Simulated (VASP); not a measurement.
Li, 4 atoms in the cell. It takes space group P6_3/mmc (No. 194, hexagonal). The conventional cell has a = 3.058 Å, b = 3.058 Å, c = 9.965 Å, α = 90.00°, β = 90.00°, γ = 120.00°. Within 4.0 Å of Li (site symmetry -3m) lie 12 Li at 3.05 to 3.06 Å. Li (site symmetry -6m2) has 12 Li at 3.05 to 3.06 Å within 4.0 Å. This isn't the form of Li at room conditions, which is bcc.

| Property | Result |
| --- | --- |
| Program | VASP 6.6.1 |
| Task | single point |
| Functional | PBEsol |
| Potentials or basis | VASP PAW PBE potentials, release 64 (Li_sv) |
| Cutoff | 520 eV |
| k mesh | 16 × 16 × 5 |
| Occupations | fermi-dirac, width 0.1 eV |
| Spin | no spin polarisation |
| Dipole correction | no |
| Further INCAR settings | ALGO = Normal; EDIFF = 1e-06; NBANDS = 14 |

Potentials or basis: VASP PAW PBE potentials, release 64 (Li_sv).

Command:

```bash
$ cat potpaw_PBE.64/Li_sv/POTCAR > POTCAR
$ mpirun -np 1 vasp_std > vasp.out
```

Hardware: 1 thread of AMD EPYC 7571, on a shared host.

Estimate the wall time of this run.

It took 2.5 min on 1 thread of AMD EPYC 7571, on a shared host, peak memory 0.19 GiB. Counts: scf iterations 11, k points 90.
